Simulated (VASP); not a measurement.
Input of a VASP 6.6.1 run:

The input INCAR:

```
PREC = Accurate
ENCUT = 520
EDIFF = 1E-7
ISMEAR = 0
SIGMA = 0.1
LREAL = Auto
LASPH = T
NELM = 150
ALGO = Normal
ISIF = 2
LWAVE = F
LCHARG = T
ISPIN = 2
MAGMOM = 0 0 0 0 1 1 1 1 1 1 1 1 1 1 1 1
LORBIT = 11
LMAXMIX = 4
GGA = PE
LELF = T
LVHAR = T
NBANDS = 58
```

Contents of KPOINTS:

```
regular mesh
0
Gamma
  4 4 4
```

POSCAR

```
CaMg2ScC6N6
1.0
    0.0000000000      5.4020000000      5.4020000000
    5.4020000000      0.0000000000      5.4020000000
    5.4020000000      5.4020000000      0.0000000000
Ca Mg Sc C N
1 2 1 6 6
Direct
    0.5000000000      0.5000000000      0.5000000000
    0.2500000000      0.2500000000      0.2500000000
    0.7500000000      0.7500000000      0.7500000000
    0.0000000000      0.0000000000      0.0000000000
    0.8128470900      0.1871529100      0.1871529100
    0.1871529100      0.8128470900      0.1871529100
    0.1871529100      0.1871529100      0.8128470900
    0.1871529100      0.8128470900      0.8128470900
    0.8128470900      0.1871529100      0.8128470900
    0.8128470900      0.8128470900      0.1871529100
    0.7045538700      0.2954461300      0.2954461300
    0.2954461300      0.7045538700      0.2954461300
    0.2954461300      0.2954461300      0.7045538700
    0.2954461300      0.7045538700      0.7045538700
    0.7045538700      0.2954461300      0.7045538700
    0.7045538700      0.7045538700      0.2954461300
```

Potentials or basis: VASP PAW PBE potentials, release 64 (Ca_sv, Mg, Sc_sv, C, N).

Launch:

```sh
$ cat potpaw_PBE.64/Ca_sv/POTCAR potpaw_PBE.64/Mg/POTCAR potpaw_PBE.64/Sc_sv/POTCAR potpaw_PBE.64/C/POTCAR potpaw_PBE.64/N/POTCAR > POTCAR
$ mpirun -np 1 vasp_std > vasp.out
```

Q: Predict the net moment.

A: -1.00 μB per cell.

Q: Predict the site moments.

A: Ca +0.00; Mg -0.11; Sc -0.00; C -0.00; N -0.01 μB.

Q: Predict the band gap on the k mesh.

A: Zero (filled and empty bands overlap).

Forces in eV/Å, atoms in the order of the input:
```
Ca   0.000  0.000  0.000
Mg   0.000  0.000  0.000
Mg   0.000  0.000  0.000
Sc   0.000  0.000  0.000
C    3.636  0.000  0.000
C    0.000  3.636  0.000
C    0.000  0.000  3.636
C   -3.636  0.000  0.000
C    0.000 -3.636  0.000
C    0.000  0.000 -3.636
N   -1.214  0.000  0.000
N    0.000 -1.214  0.000
N    0.000  0.000 -1.214
N    1.214  0.000  0.000
N    0.000  1.214  0.000
N    0.000  0.000  1.214
```

Caveat: forces of over 1 eV/Å act on the atoms, so gaps and moduli don't describe the material at rest.
